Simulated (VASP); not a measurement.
# Zr2TiN3 (I4/mmm) in VASP: further runs

Runs on Zr2TiN3. Level: PBE. Tasks: single point.

Everything below comes from runs of VASP 6.6.1. Logs are shortened: lines on timing, memory, paths and dates and some standing lists are left out, and cuts for length are marked.

## 1. The cell of the first run

The structure is tetragonal, space group I4/mmm (No. 139). The conventional cell has a = 3.187 Å, b = 3.187 Å, c = 13.488 Å, α = 90.00°, β = 90.00°, γ = 90.00°. Zr (site symmetry 4mm) has 6 N at 2.17 to 2.36 Å within 2.9 Å. Ti (site symmetry 4/mmm) has 6 N at 2.21 to 2.25 Å within 2.9 Å. N (site symmetry 4mm) has 1 Ti at 2.21 Å and 5 Zr at 2.25 to 2.36 Å within 2.9 Å. Within 2.9 Å of N (site symmetry 4/mmm) lie 2 Zr at 2.17 Å and 4 Ti at 2.25 Å.

## 2. Single point, PBE, collinear spin, ferromagnetic start

INCAR reads:

```
ALGO = Normal
EDIFF = 1E-7
ENCUT = 520
GGA = PE
ISIF = 2
ISMEAR = 0
ISPIN = 2
LASPH = T
LCHARG = T
LELF = T
LMAXMIX = 4
LORBIT = 11
LREAL = F
LVHAR = T
LWAVE = F
MAGMOM = 0 0 1 0 0 0
NBANDS = 38
NELM = 150
PREC = Accurate
SIGMA = 0.1
```

KPOINTS reads:

```
k-points
0
Gamma
  8 8 8
```

POSCAR reads:

```
Zr2TiN3
1.0
   -1.5936898000      1.5936898000      6.7437681000
    1.5936898000     -1.5936898000      6.7437681000
    1.5936898000      1.5936898000     -6.7437681000
Zr Ti N
2 1 3
Direct
    0.8390570000      0.8390570000      0.0000000000
    0.1609430000      0.1609430000      0.0000000000
    0.5000000000      0.5000000000      0.0000000000
    0.6640810000      0.6640810000      0.0000000000
    0.3359190000      0.3359190000      0.0000000000
    0.0000000000      0.0000000000      0.0000000000
```

Potentials or basis: VASP PAW PBE potentials, release 64 (Zr_sv, Ti_sv, N).

Started as:

```
cat potpaw_PBE.64/Zr_sv/POTCAR potpaw_PBE.64/Ti_sv/POTCAR potpaw_PBE.64/N/POTCAR > POTCAR
mpirun -np 1 vasp_std > vasp.out
```

OUTCAR:

```text
EDIFF = 1E-7
   ENCUT = 520
   GGA = PE
   ISIF = 2
   ISMEAR = 0
   ISPIN = 2
   LASPH = T
   LORBIT = 11
   LREAL = F
   NELM = 150
   PREC = Accurate

 ion  position               nearest neighbor table
   1  0.839  0.839  0.000-   6 2.17   5 2.25   5 2.25   5 2.25   5 2.25   4 2.36   3 3.13   3 3.13
                             3 3.13   3 3.13   2 3.29   2 3.29   2 3.29   2 3.29
   2  0.161  0.161  0.000-   6 2.17   4 2.25   4 2.25   4 2.25   4 2.25   5 2.36   3 3.13   3 3.13
                             3 3.13   3 3.13   1 3.29   1 3.29   1 3.29   1 3.29
   3  0.500  0.500  0.000-   4 2.21   5 2.21   6 2.25   6 2.25   6 2.25   6 2.25   1 3.13   2 3.13
                             1 3.13   2 3.13   1 3.13   2 3.13   1 3.13   2 3.13
   4  0.664  0.664  0.000-   3 2.21   2 2.25   2 2.25   2 2.25   2 2.25   1 2.36
   5  0.336  0.336  0.000-   3 2.21   1 2.25   1 2.25   1 2.25   1 2.25   2 2.36
   6  0.000  0.000  0.000-   1 2.17   2 2.17   3 2.25   3 2.25   3 2.25   3 2.25

  LATTYP: Found a body centered tetragonal cell.
 ALAT       =     3.1873796000
 C/A-ratio  =     4.2315437421

  Lattice vectors:

 A1 = (  -1.5936898000,   1.5936898000,   6.7437681000)
 A2 = (   1.5936898000,  -1.5936898000,   6.7437681000)
 A3 = (   1.5936898000,   1.5936898000,  -6.7437681000)

Analysis of symmetry for initial positions (statically):
=====================================================================
 Subroutine PRICEL returns:
 Original cell was already a primitive cell.

 Routine SETGRP: Setting up the symmetry group for a
 body centered tetragonal supercell.

 Subroutine GETGRP returns: Found 16 space group operations
 (whereof 16 operations were pure point group operations)
 out of a pool of 16 trial point group operations.

The static configuration has the point symmetry D_4h.

Analysis of symmetry for dynamics (positions and initial velocities):
=====================================================================
 Subroutine PRICEL returns:
 Original cell was already a primitive cell.

 Routine SETGRP: Setting up the symmetry group for a
 body centered tetragonal supercell.

 Subroutine GETGRP returns: Found 16 space group operations
 (whereof 16 operations were pure point group operations)
 out of a pool of 16 trial point group operations.

The dynamic configuration has the point symmetry D_4h.

Analysis of structural, dynamic, and magnetic symmetry:
=====================================================================
 Subroutine PRICEL returns:
 Original cell was already a primitive cell.

 Routine SETGRP: Setting up the symmetry group for a
 body centered tetragonal supercell.

 Subroutine GETGRP returns: Found 16 space group operations
 (whereof 16 operations were pure point group operations)
 out of a pool of 16 trial point group operations.

The overall configuration has the point symmetry D_4h.

 Subroutine INISYM returns: Found 16 space group operations
 (whereof 16 operations are pure point group operations),
 and found     1 'primitive' translations

----------------------------------------------------------------------------------------

                                     Primitive cell

  volume of cell :      68.5126

  direct lattice vectors                    reciprocal lattice vectors
    -1.593689800  1.593689800  6.743768100     0.000000000  0.313737341  0.074142526
     1.593689800 -1.593689800  6.743768100     0.313737341  0.000000000  0.074142526
     1.593689800  1.593689800 -6.743768100     0.313737341  0.313737341  0.000000000

  length of vectors
     7.110422107  7.110422107  7.110422107     0.322379021  0.322379021  0.443691602

  position of ions in fractional coordinates (direct lattice)
     0.839057000  0.839057000  0.000000000
     0.160943000  0.160943000  0.000000000
     0.500000000  0.500000000  0.000000000
     0.664081000  0.664081000  0.000000000
     0.335919000  0.335919000  0.000000000
     0.000000000  0.000000000  0.000000000

  ion indices of the primitive-cell ions
   primitive index   ion index
                 1           1
                 2           2
                 3           3
                 4           4
[... 55 lines left out ...]
 [... further k-points ...]
   k-points           NKPTS =     59   k-points in BZ     NKDIM =     59   number of bands    NBANDS=     38
   number of dos      NEDOS =    301   number of ions     NIONS =      6
   total plane-waves  NPLWV = 157464
   dimension x,y,z NGX =    54 NGY =   54 NGZ =   54
   dimension x,y,z NGXF=   108 NGYF=  108 NGZF=  108
   ions per type =               2   1   3
   NGX,Y,Z   is equivalent  to a cutoff of  12.63, 12.63, 12.63 a.u.
   NGXF,Y,Z  is equivalent  to a cutoff of  25.25, 25.25, 25.25 a.u.
 SYSTEM =  unknown system
   PREC   = accura    normal or accurate (medium, high low for compatibility)
   ISTART =      0    job   : 0-new  1-cont  2-samecut
   ICHARG =      2    charge: 1-file 2-atom 10-const
   ISPIN  =      2    spin polarized calculation?
   LNONCOLLINEAR =      F non collinear calculations
   LSORBIT =      F    spin-orbit coupling
   LASPH  =      T    aspherical Exc in radial PAW
   ENCUT  =  520.0 eV  38.22 Ry    6.18 a.u.  13.22 13.22 13.22*2*pi/ulx,y,z
   NELM   =    150;   NELMIN=  2; NELMDL= -5     # of ELM steps
   EDIFF  = 0.1E-06   stopping-criterion for ELM
   LREAL  =      F    real-space projection
   EDIFFG = 0.1E-05   stopping-criterion for IOM
   NSW    =      0    number of steps for IOM
   IBRION =     -1    ionic relax: 0-MD 1-quasi-New 2-CG
   NFREE  =      0    steps in history (QN), initial steepest desc. (CG)
   ISIF   =      2    stress and relaxation
   ISYM   =      2    0-nonsym 1-usesym 2-fastsym
   POTIM  = 0.5000    time-step for ionic-motion
   TEBEG  =    0.0;   TEEND  =   0.0 temperature during run
   PSTRESS=    0.0 pullay stress
   NELECT =      51.0000    total number of electrons
   NUPDOWN=      -1.0000    fix difference up-down
   EMIN   =  10.00;   EMAX   =-10.00  energy-range for DOS
   EFERMI =   0.00;   METHOD = LEGACY
   ISMEAR =     0;   SIGMA  =   0.10  broadening in eV -4-tet -1-fermi 0-gaus
   EFERMI_NEDOS =   21; number of points for ismear=-14 and -15
   IALGO  =     38    algorithm
   IMIX   =      4    mixing-type and parameters
     AMIX     =   0.40;   BMIX     =  1.00
     AMIX_MAG =   1.60;   BMIX_MAG =  1.00
  volume/ion in A,a.u.               =      11.42        77.06
  Fermi-wavevector in a.u.,A,eV,Ry     =   1.483684  2.803757 29.950763  2.201319
  Thomas-Fermi vector in A             =   2.597315
   LORBIT       =     11    0 simple, 1 ext, 2 COOP (PROOUT), +10 PAW based schemes
   GGA     = PE    functional components
   LHFCALC =     F    Hartree Fock is set to
   AEXX    =    0.0000 exact exchange contribution
   IVDW    =     0    specifies the selected vdW correction
   LEPSILON=     F    determine dielectric tensor
   LRPA    =     F    only Hartree local field effects (RPA)
 spin polarized calculation
 Gauss-broadening in eV      SIGMA  =   0.10
  energy-cutoff  :      520.00
  volume of cell :       68.51
 maximum number of plane-waves:      1872
 NGX is ok and might be reduce to    54
   NGX = 27   NGY = 27   NGZ = 27

 number of electron      50.9999998 magnetization       0.0000057

 number of electron      50.9999998 magnetization      -0.0000164

 Free energy of the ion-electron system (eV)
  ---------------------------------------------------
  ext. energy  EPLUGINS =         0.00000000
  ---------------------------------------------------
  free energy    TOTEN  =       -60.07446133 eV

  energy without entropy =      -60.05914685  energy(sigma->0) =      -60.06680409

 E-fermi :  11.5419     XC(G=0): -12.5407

 val. band max:       11.5382706296   @ k =  -0.2500   0.1250   0.0000
 cond. band min:      11.5821570254   @ k =  -0.1250   0.1250   0.1250
 fundamental gap:      0.0438863958
 Fermi energy:        11.5419374333

 spin component 1

 k-point     1 :       0.0000    0.0000    0.0000
  band No.  band energies     occupation
      1     -46.3019      1.00000
      2     -37.9005      1.00000
      3     -37.8221      1.00000
      4     -22.5623      1.00000
      5     -22.5137      1.00000
      6     -22.5137      1.00000
[... 949 lines left out ...]
     36      16.7288      0.00000
     37      17.6939      0.00000

 [... further k-points ...]

 spin component 2

 k-point     1 :       0.0000    0.0000    0.0000
  band No.  band energies     occupation
      1     -46.3019      1.00000
      2     -37.9005      1.00000
      3     -37.8221      1.00000
      4     -22.5623      1.00000
      5     -22.5137      1.00000
      6     -22.5137      1.00000
[... 949 lines left out ...]
     36      16.7288      0.00000
     37      17.6939      0.00000

 [... further k-points ...]

 [bands above 37 left out]

------------------------ aborting loop because EDIFF is reached ----------------------------------------

  FORCE on cell =-STRESS in cart. coord.  units (eV):
  Direction    XX          YY          ZZ          XY          YZ          ZX
  --------------------------------------------------------------------------------------
  -------------------------------------------------------------------------------------
  Total        0.2681237      0.2681237     -0.1183102      0.0000000      0.0000000      0.0000000
  in kB        6.2701155      6.2701155     -2.7667032      0.0000000      0.0000000      0.0000000
  external PRESSURE =       3.2578426 kB  Pullay stress =       0.0000000 kB

 VOLUME and BASIS-vectors are now :
 -----------------------------------------------------------------------------
  energy-cutoff  :      520.00
  volume of cell :       68.51
      direct lattice vectors                 reciprocal lattice vectors
    -1.593689800  1.593689800  6.743768100     0.000000000  0.313737341  0.074142526
     1.593689800 -1.593689800  6.743768100     0.313737341  0.000000000  0.074142526
     1.593689800  1.593689800 -6.743768100     0.313737341  0.313737341  0.000000000

 POSITION                                       TOTAL-FORCE (eV/Angst)
 -----------------------------------------------------------------------------------
      0.00000      0.00000     11.31681         0.000000      0.000000      0.040530
      0.00000      0.00000      2.17072        -0.000000     -0.000000     -0.040530
      0.00000      0.00000      6.74377         0.000000      0.000000     -0.000000
      0.00000      0.00000      8.95682        -0.000000     -0.000000     -0.010379
      0.00000      0.00000      4.53072         0.000000      0.000000      0.010379
      0.00000      0.00000      0.00000         0.000000      0.000000     -0.000000
 -----------------------------------------------------------------------------------
    total drift:                                0.000000      0.000000     -0.000000

  FREE ENERGIE OF THE ION-ELECTRON SYSTEM (eV)
  ---------------------------------------------------
  free  energy   TOTEN  =       -60.0744613342 eV

  energy  without entropy=      -60.0591468544  energy(sigma->0) =      -60.06680409

 total charge

# of ion       s       p       d       tot
------------------------------------------
    1        2.172   6.045   1.684   9.900
    2        2.172   6.045   1.684   9.900
    3        2.152   6.155   1.920  10.226
    4        1.244   2.486   0.000   3.730
    5        1.244   2.486   0.000   3.730
    6        1.243   2.462   0.000   3.705
--------------------------------------------------
tot         10.226  25.679   5.287  41.192

 magnetization (x)

# of ion       s       p       d       tot
------------------------------------------
    1       -0.000   0.000   0.000  -0.000
    2       -0.000   0.000   0.000  -0.000
    3       -0.000   0.000  -0.000  -0.000
    4        0.000   0.000   0.000   0.000
    5        0.000   0.000   0.000   0.000
    6        0.000   0.000   0.000   0.000
--------------------------------------------------
tot          0.000   0.000  -0.000   0.000
```

Run time: 16 min. Hardware: 1 thread of AMD EPYC 9R14 (Zen 4), shared host; peak memory 0.62 GiB.

What came out:

| Property | Result |
| --- | --- |
| Free energy | -60.0745 eV |
| Pressure | 0.3 GPa |
| Largest force | 0.041 eV/Å |
| Net moment | 0.00 μB per cell |
| Valence electrons inside the program's atomic spheres | Zr 9.90; Ti 10.23; N 3.73, 3.71 |

Forces in eV/Å, atoms in the order of the input:
```
Zr   0.000  0.000  0.041
Zr   0.000  0.000 -0.041
Ti   0.000  0.000  0.000
N    0.000  0.000 -0.010
N    0.000  0.000  0.010
N    0.000  0.000  0.000
```

Stress tensor (GPa, compression positive):
```
 0.63  0.00  0.00
 0.00  0.63  0.00
 0.00  0.00 -0.28
```

Levels at points of the mesh, in eV from the Fermi level:
Spin up:
```tsv
k point	band 23	band 24	band 25	band 26	band 27	band 28	band 29	band 30
(0.00, 0.00, 0.00)	-2.59	-2.49	-2.46	-2.46	-0.44	-0.44	-0.40	0.70
(0.50, 0.00, 0.00)	-4.93	-4.52	0.96	0.96	1.40	2.12	2.33	2.81
(0.50, 0.50, 0.00)	-3.14	-3.13	-3.03	-0.80	-0.10	1.85	1.95	2.00
(0.50, 0.50, 0.50)	-3.05	-3.00	-3.00	-1.55	-1.09	0.64	0.64	0.73
```
Spin down:
| k point | band 24 | band 25 | band 26 | band 27 | band 28 | band 29 |
| --- | --- | --- | --- | --- | --- | --- |
| (0.00, 0.00, 0.00) | -2.49 | -2.46 | -2.46 | -0.44 | -0.44 | -0.40 |
| (0.50, 0.00, 0.00) | -4.52 | 0.96 | 0.96 | 1.40 | 2.12 | 2.33 |
| (0.50, 0.50, 0.00) | -3.13 | -3.03 | -0.80 | -0.10 | 1.85 | 1.95 |
| (0.50, 0.50, 0.50) | -3.00 | -3.00 | -1.55 | -1.09 | 0.64 | 0.64 |

(Part 1 of 2 ends here.)
